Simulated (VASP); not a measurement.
# W (Fm-3m) in VASP: a series of runs

The runs below take W through single point, with PBEsol, PBE, LDA.

All numbers are computed with VASP 6.6.1; they aren't measurements. Logs are shortened: lines on timing, memory, paths and dates and some standing lists are left out, and cuts for length are marked.

## 1. The cell of the first run

The structure is cubic, space group Fm-3m (No. 225). Conventional cell: a = 3.977 Å, b = 3.977 Å, c = 3.977 Å, α = 90.00°, β = 90.00°, γ = 90.00°. Within 3.7 Å of W (site symmetry m-3m) lie 12 W at 2.81 Å.

## 2. Single point, PBEsol (volume scaled by 0.94)

The input, INCAR:

```
ALGO = Normal ; EDIFF = 1E-6
ENCUT = 520 ; GGA = PS
ISIF = 2 ; ISMEAR = -1
LASPH = True ; LCHARG = True
LELF = True ; LREAL = False
LVHAR = True ; LWAVE = False
NBANDS = 13 ; NELM = 80
PREC = Accurate ; SIGMA = 0.05
```

The input, KPOINTS:

```
k-points
0
Gamma
  11 11 11
```

The input, POSCAR:

```
W
1.0
    0.0000000000      1.9885598007      1.9885598007
    1.9885598007      0.0000000000      1.9885598007
    1.9885598007      1.9885598007      0.0000000000
W
1
Direct
    0.0000000000      0.0000000000      0.0000000000
```

Potentials or basis: VASP PAW PBE potentials, release 64 (W_sv).

Launch:

```console
> cat potpaw_PBE.64/W_sv/POTCAR > POTCAR
> mpirun -np 1 vasp_std > vasp.out
```

OUTCAR:

```text
EDIFF = 1E-6
   ENCUT = 520
   GGA = PS
   ISIF = 2
   ISMEAR = -1
   LASPH = True
   LREAL = False
   NELM = 80
   PREC = Accurate

 ion  position               nearest neighbor table
   1  0.000  0.000  0.000-

  LATTYP: Found a face centered cubic cell.
 ALAT       =     3.9771196014

  Lattice vectors:

 A1 = (   0.0000000000,   1.9885598007,   1.9885598007)
 A2 = (   1.9885598007,   0.0000000000,   1.9885598007)
 A3 = (   1.9885598007,   1.9885598007,   0.0000000000)

Analysis of symmetry for initial positions (statically):
=====================================================================
 Subroutine PRICEL returns:
 Original cell was already a primitive cell.

 Routine SETGRP: Setting up the symmetry group for a
 face centered cubic supercell.

 Subroutine GETGRP returns: Found 48 space group operations
 (whereof 48 operations were pure point group operations)
 out of a pool of 48 trial point group operations.

The static configuration has the point symmetry O_h .

Analysis of symmetry for dynamics (positions and initial velocities):
=====================================================================
 Subroutine PRICEL returns:
 Original cell was already a primitive cell.

 Routine SETGRP: Setting up the symmetry group for a
 face centered cubic supercell.

 Subroutine GETGRP returns: Found 48 space group operations
 (whereof 48 operations were pure point group operations)
 out of a pool of 48 trial point group operations.

The dynamic configuration has the point symmetry O_h .

 Subroutine INISYM returns: Found 48 space group operations
 (whereof 48 operations are pure point group operations),
 and found     1 'primitive' translations

----------------------------------------------------------------------------------------

                                     Primitive cell

  volume of cell :      15.7270

  direct lattice vectors                    reciprocal lattice vectors
     0.000000000  1.988559801  1.988559801    -0.251438252  0.251438252  0.251438252
     1.988559801  0.000000000  1.988559801     0.251438252 -0.251438252  0.251438252
     1.988559801  1.988559801  0.000000000     0.251438252  0.251438252 -0.251438252

  length of vectors
     2.812248240  2.812248240  2.812248240     0.435503827  0.435503827  0.435503827

  position of ions in fractional coordinates (direct lattice)
     0.000000000  0.000000000  0.000000000

  ion indices of the primitive-cell ions
   primitive index   ion index
                 1           1

----------------------------------------------------------------------------------------

 KPOINTS: k-points

Automatic generation of k-mesh.
 Grid dimensions read from file:
 generate k-points for:   11   11   11

 Generating k-lattice:

  Cartesian coordinates                     Fractional coordinates (reciprocal lattice)
    -0.022858023  0.022858023  0.022858023     0.090909091  0.000000000  0.000000000
     0.022858023 -0.022858023  0.022858023     0.000000000  0.090909091  0.000000000
     0.022858023  0.022858023 -0.022858023     0.000000000  0.000000000  0.090909091

  Length of vectors
     0.039591257  0.039591257  0.039591257

  Shift w.r.t. Gamma in fractional coordinates (k-lattice)
     0.000000000  0.000000000  0.000000000

 Subroutine IBZKPT returns following result:
 ===========================================

 Found     56 irreducible k-points:

 Following reciprocal coordinates:
            Coordinates               Weight
  0.000000  0.000000  0.000000      1.000000
  0.090909  0.000000  0.000000      8.000000
  0.181818  0.000000  0.000000      8.000000
  0.272727  0.000000  0.000000      8.000000
  0.363636  0.000000  0.000000      8.000000
  0.454545  0.000000  0.000000      8.000000
[... 16 lines left out ...]
 -0.272727  0.181818  0.000000     24.000000
 -0.181818  0.181818  0.000000     12.000000
 [... further k-points ...]
   k-points           NKPTS =     56   k-points in BZ     NKDIM =     56   number of bands    NBANDS=     13
   number of dos      NEDOS =    301   number of ions     NIONS =      1
   total plane-waves  NPLWV =  13824
   dimension x,y,z NGX =    24 NGY =   24 NGZ =   24
   dimension x,y,z NGXF=    48 NGYF=   48 NGZF=   48
   ions per type =               1
   NGX,Y,Z   is equivalent  to a cutoff of  14.19, 14.19, 14.19 a.u.
   NGXF,Y,Z  is equivalent  to a cutoff of  28.38, 28.38, 28.38 a.u.
 SYSTEM =  unknown system
   PREC   = accura    normal or accurate (medium, high low for compatibility)
   ISTART =      0    job   : 0-new  1-cont  2-samecut
   ICHARG =      2    charge: 1-file 2-atom 10-const
   ISPIN  =      1    spin polarized calculation?
   LNONCOLLINEAR =      F non collinear calculations
   LSORBIT =      F    spin-orbit coupling
   LASPH  =      T    aspherical Exc in radial PAW
   ENCUT  =  520.0 eV  38.22 Ry    6.18 a.u.   5.23  5.23  5.23*2*pi/ulx,y,z
   NELM   =     80;   NELMIN=  2; NELMDL= -5     # of ELM steps
   EDIFF  = 0.1E-05   stopping-criterion for ELM
   LREAL  =      F    real-space projection
   EDIFFG = 0.1E-04   stopping-criterion for IOM
   NSW    =      0    number of steps for IOM
   IBRION =     -1    ionic relax: 0-MD 1-quasi-New 2-CG
   NFREE  =      0    steps in history (QN), initial steepest desc. (CG)
   ISIF   =      2    stress and relaxation
   ISYM   =      2    0-nonsym 1-usesym 2-fastsym
   POTIM  = 0.5000    time-step for ionic-motion
   TEBEG  =    0.0;   TEEND  =   0.0 temperature during run
   PSTRESS=    0.0 pullay stress
   NELECT =      14.0000    total number of electrons
   NUPDOWN=      -1.0000    fix difference up-down
   EMIN   =  10.00;   EMAX   =-10.00  energy-range for DOS
   EFERMI =   0.00;   METHOD = LEGACY
   ISMEAR =    -1;   SIGMA  =   0.05  broadening in eV -4-tet -1-fermi 0-gaus
   EFERMI_NEDOS =   21; number of points for ismear=-14 and -15
   IALGO  =     38    algorithm
   IMIX   =      4    mixing-type and parameters
     AMIX     =   0.40;   BMIX     =  1.00
     AMIX_MAG =   1.60;   BMIX_MAG =  1.00
  volume/ion in A,a.u.               =      15.73       106.13
  Fermi-wavevector in a.u.,A,eV,Ry     =   1.574837  2.976010 33.743953  2.480111
  Thomas-Fermi vector in A             =   2.675911
   LORBIT       =      0    0 simple, 1 ext, 2 COOP (PROOUT), +10 PAW based schemes
   GGA     = PS    functional components
   LHFCALC =     F    Hartree Fock is set to
   AEXX    =    0.0000 exact exchange contribution
   IVDW    =     0    specifies the selected vdW correction
   LEPSILON=     F    determine dielectric tensor
   LRPA    =     F    only Hartree local field effects (RPA)
 non-spin polarized calculation
  energy-cutoff  :      520.00
  volume of cell :       15.73
 maximum number of plane-waves:       440
 NGX is ok and might be reduce to    24
   NGX = 11   NGY = 11   NGZ = 11

 number of electron      13.9999999 magnetization

 Free energy of the ion-electron system (eV)
  ---------------------------------------------------
  ext. energy  EPLUGINS =         0.00000000
  ---------------------------------------------------
  free energy    TOTEN  =       -13.31713251 eV

  energy without entropy =      -13.30919629  energy(sigma->0) =      -13.31316440

 E-fermi :  10.8728     XC(G=0): -13.7975

 val. band max:       10.8170365472   @ k =  -0.2727   0.0909   0.0000
 cond. band min:      10.8976221732   @ k =   0.1818   0.0909   0.0000
 fundamental gap:      0.0805856260
 Fermi energy:        10.8728159841

 k-point     1 :       0.0000    0.0000    0.0000
  band No.  band energies     occupation
      1     -62.6539      2.00000
      2     -26.2199      2.00000
      3     -26.2199      2.00000
      4     -26.2199      2.00000
      5       1.6847      2.00000
      6      10.2888      1.99998
      7      10.2888      1.99998
      8      10.2888      1.99998
      9      13.5986      0.00000
     10      13.5986      0.00000
     11      23.7933      0.00000
     12      29.1840      0.00000
     13      29.1840      0.00000

 k-point     2 :       0.0909    0.0000    0.0000
  band No.  band energies     occupation
      1     -62.6437      2.00000
      2     -26.3333      2.00000
      3     -26.2342      2.00000
      4     -26.2342      2.00000
      5       2.0632      2.00000
      6      10.0050      2.00000
      7      10.4606      1.99947
      8      10.4606      1.99947
      9      13.4424      0.00000
     10      13.4424      0.00000
     11      24.5393      0.00000
     12      27.8142      0.00000
     13      29.8982      0.00000

 k-point     3 :       0.1818    0.0000    0.0000
  band No.  band energies     occupation
      1     -62.6163      2.00000
      2     -26.6299      2.00000
      3     -26.2723      2.00000
      4     -26.2723      2.00000
      5       3.0721      2.00000
      6       9.4573      2.00000
      7      10.7618      1.80404
      8      10.7618      1.80404
      9      13.3135      0.00000
     10      13.3135      0.00000
     11      25.2518      0.00000
     12      27.0093      0.00000
     13      31.8653      0.00000
[... 305 lines left out ...]
 k-point    23 :      -0.2727    0.1818    0.0000
  band No.  band energies     occupation
      1     -62.5374      2.00000
      2     -27.1835      2.00000
      3     -26.6513      2.00000
      4     -26.3664      2.00000
      5       6.0637      2.00000
      6       8.8978      2.00000
      7       9.4298      2.00000
      8      11.3757      0.00009
      9      13.2437      0.00000
     10      17.2233      0.00000
     11      24.3231      0.00000
     12      27.4433      0.00000
     13      29.3880      0.00000

 k-point    24 :      -0.1818    0.1818    0.0000
  band No.  band energies     occupation
      1     -62.5681      2.00000
      2     -26.9674      2.00000
      3     -26.5336      2.00000
      4     -26.3086      2.00000
      5       4.9885      2.00000
      6       8.6892      2.00000
      7      10.1839      2.00000
      8      11.8611      0.00000
      9      11.9523      0.00000
     10      15.6899      0.00000
     11      25.5744      0.00000
     12      29.1547      0.00000
     13      30.1389      0.00000

 [... further k-points ...]
[... 5 lines left out ...]
  --------------------------------------------------------------------------------------
  -------------------------------------------------------------------------------------
  Total        0.6076331      0.6076331      0.6076331     -0.0000000     -0.0000000      0.0000000
  in kB       61.9021922     61.9021922     61.9021922     -0.0000000     -0.0000000      0.0000000
  external PRESSURE =      61.9021922 kB  Pullay stress =       0.0000000 kB

 VOLUME and BASIS-vectors are now :
 -----------------------------------------------------------------------------
  energy-cutoff  :      520.00
  volume of cell :       15.73
      direct lattice vectors                 reciprocal lattice vectors
     0.000000000  1.988559801  1.988559801    -0.251438252  0.251438252  0.251438252
     1.988559801  0.000000000  1.988559801     0.251438252 -0.251438252  0.251438252
     1.988559801  1.988559801  0.000000000     0.251438252  0.251438252 -0.251438252

 POSITION                                       TOTAL-FORCE (eV/Angst)
 -----------------------------------------------------------------------------------
      0.00000      0.00000      0.00000         0.000000      0.000000      0.000000
 -----------------------------------------------------------------------------------
    total drift:                                0.000000      0.000000      0.000000

  FREE ENERGIE OF THE ION-ELECTRON SYSTEM (eV)
  ---------------------------------------------------
  free  energy   TOTEN  =       -13.3171325094 eV

  energy  without entropy=      -13.3091962892  energy(sigma->0) =      -13.31316440
```

Wall time 6.4 s (1 thread of Intel Xeon Platinum 8488C (Sapphire Rapids), shared host); peak memory 0.13 GiB.

What came out:

- Free energy: -13.3171 eV
- Pressure: 6.2 GPa
- Band gap on the k mesh: zero (band 7 reaches 13.82 eV, above the bottom of band 8 at 10.29 eV)

Levels at points of the mesh, in eV from the Fermi level:
```tsv
k point	band 4	band 5	band 6	band 7	band 8	band 9	band 10	band 11
(0.00, 0.00, 0.00)	-37.09	-9.19	-0.58	-0.58	-0.58	2.73	2.73	12.92
```

Caveat: the PAW data sets were made with another functional, which shifts forces and pressure a little; spin-orbit coupling is left out, which moves the levels of the heavy elements.

## 3. Single point, PBE (volume scaled by 0.94)

The input, INCAR:

```
PREC = Accurate ; ENCUT = 520
EDIFF = 1E-6 ; ISMEAR = -1
SIGMA = 0.05 ; LREAL = F
LASPH = T ; NELM = 60
ALGO = Normal ; ISIF = 2
LWAVE = F ; LCHARG = T
GGA = PE ; LELF = T
LVHAR = T ; NBANDS = 13
```

The input, KPOINTS:

```
regular mesh
0
Gamma
  11 11 11
```

POSCAR is that of step 2.

Potentials or basis: VASP PAW PBE potentials, release 64 (W_sv).

Launch:

```console
> cat potpaw_PBE.64/W_sv/POTCAR > POTCAR
> mpirun -np 1 vasp_std > vasp.out
```

Wall time 6.9 s (1 thread of Intel Xeon Platinum 8488C (Sapphire Rapids), shared host); peak memory 0.14 GiB.

Results (log left out):

```yaml
Free_energy: -12.4513 eV
Pressure: 15.0 GPa
Band_gap_on_the_k_mesh: zero (band 7 reaches 13.98 eV, above the bottom of band 8 at 10.47 eV)
```

Levels at points of the mesh, in eV from the Fermi level:
```
           k point  band 3  band 4  band 5  band 6  band 7  band 8  band 9  band 10  band 11  band 12
(0.00, 0.00, 0.00)  -37.15  -37.15   -9.18   -0.59   -0.59   -0.59    2.73     2.73    12.87    18.30
```

Caveat: spin-orbit coupling is left out, which moves the levels of the heavy elements.

## 4. Single point, LDA (volume scaled by 0.96)

The input, INCAR:

```
SYSTEM = W
PREC     = Accurate       ! precision mode
ENCUT    = 520            ! plane-wave cutoff, eV
EDIFF    = 1E-6           ! SCF threshold, eV
ISMEAR   = -1             ! smearing method
SIGMA    = 0.05           ! smearing width, eV
LREAL    = .FALSE.        ! projectors in reciprocal space
LASPH    = .TRUE.         ! aspherical terms in the spheres
NELM     = 60             ! most SCF steps
ALGO     = Normal         ! electronic algorithm
ISIF     = 2              ! what is computed and relaxed
LWAVE    = .FALSE.        ! write WAVECAR
LCHARG   = .TRUE.         ! write CHGCAR
GGA      = CA             ! functional
LELF     = .TRUE.         ! ELF
LVHAR    = .TRUE.       
NBANDS   = 13             ! bands
```

The input, KPOINTS:

```
Automatic mesh
0
G
  11 11 11
  0 0 0
```

The input, POSCAR:

```
W
1.0
    0.0000000000      2.0025642044      2.0025642044
    2.0025642044      0.0000000000      2.0025642044
    2.0025642044      2.0025642044      0.0000000000
W
1
Direct
    0.0000000000      0.0000000000      0.0000000000
```

Potentials or basis: VASP PAW LDA potentials, release 64 (W_sv).

Launch:

```console
> cat potpaw_LDA.64/W_sv/POTCAR > POTCAR
> mpirun -np 1 vasp_std > vasp.out
```

It took 7.3 s on 1 thread of Intel Xeon Platinum 8488C (Sapphire Rapids), shared host; peak memory 0.13 GiB.

It converged, with:

```
Free energy            : -13.6177 eV
Pressure               : -4.9 GPa
Band gap on the k mesh : zero (band 7 reaches 13.57 eV, above the bottom of band 8 at 10.04 eV)
```

Levels at points of the mesh, in eV from the Fermi level:
```
           k point  band 3  band 4  band 5  band 6  band 7  band 8  band 9  band 10  band 11  band 12
(0.00, 0.00, 0.00)  -37.00  -37.00   -8.96   -0.57   -0.57   -0.57    2.61     2.61    12.95    18.21
```

Caveat: spin-orbit coupling is left out, which moves the levels of the heavy elements.

## 5. Single point, LDA (volume scaled by 0.98)

Edit INCAR of step 4 so:

```diff
@@ -8,3 +8,3 @@
 LASPH    = .TRUE.         ! aspherical terms in the spheres
-NELM     = 60             ! most SCF steps
+NELM     = 100            ! most SCF steps
 ALGO     = Normal         ! electronic algorithm
@@ -12,6 +12,3 @@
 LWAVE    = .FALSE.        ! write WAVECAR
-LCHARG   = .TRUE.         ! write CHGCAR
-GGA      = CA             ! functional
-LELF     = .TRUE.         ! ELF
-LVHAR    = .TRUE.       
+LCHARG   = .FALSE.        ! write CHGCAR
 NBANDS   = 13             ! bands
```

The input, KPOINTS:

```
regular mesh
0
G
  11 11 11
  0 0 0
```

The input, POSCAR:

```
W
1.0
    0.0000000000      2.0163754284      2.0163754284
    2.0163754284      0.0000000000      2.0163754284
    2.0163754284      2.0163754284      0.0000000000
W
1
Direct
    0.0000000000      0.0000000000      0.0000000000
```

Launch:

```console
> cat potpaw_LDA.64/W_sv/POTCAR > POTCAR
> mpirun -np 1 vasp_std > vasp.out
```

Wall time 5.9 s (1 thread of Intel Xeon Platinum 8488C (Sapphire Rapids), shared host); peak memory 0.13 GiB.

Results (log left out):

```yaml
Free_energy: -13.6013 eV
Pressure: -10.9 GPa
Band_gap_on_the_k_mesh: zero (band 7 reaches 13.16 eV, above the bottom of band 8 at 9.77 eV)
```

Levels at points of the mesh, in eV from the Fermi level:
| k point | band 3 | band 4 | band 5 | band 6 | band 7 | band 8 | band 9 | band 10 | band 11 | band 12 |
| --- | --- | --- | --- | --- | --- | --- | --- | --- | --- | --- |
| (0.00, 0.00, 0.00) | -37.08 | -37.08 | -8.87 | -0.56 | -0.56 | -0.56 | 2.53 | 2.53 | 12.92 | 18.07 |

Caveat: spin-orbit coupling is left out, which moves the levels of the heavy elements.

## 6. Overview

| level | potentials or basis | cell | gap on the mesh (eV) | pressure (GPa) |
| --- | --- | --- | --- | --- |
| PBEsol | VASP PAW PBE potentials, release 64 (W_sv) | a = 2.812 Å, angles 60.0°, 1 atom | none | 6.2 |
| PBE | VASP PAW PBE potentials, release 64 (W_sv) | a = 2.812 Å, angles 60.0°, 1 atom | none | 15.0 |
| LDA | VASP PAW LDA potentials, release 64 (W_sv) | a = 2.832 Å, angles 60.0°, 1 atom | none | -4.9 |
| LDA | VASP PAW LDA potentials, release 64 (W_sv) | a = 2.852 Å, angles 60.0°, 1 atom | none | -10.9 |

Alike in all rows: task single point; no spin polarisation; k mesh 11 × 11 × 11; cutoff (eV) 520; smearing fermi-dirac 0.05 eV.

Caveats: spin-orbit coupling is left out, which moves the levels of the heavy elements; the PAW data sets were made with another functional, which shifts forces and pressure a little (some runs).

Absolute energies hang on the potentials; compare differences alone.
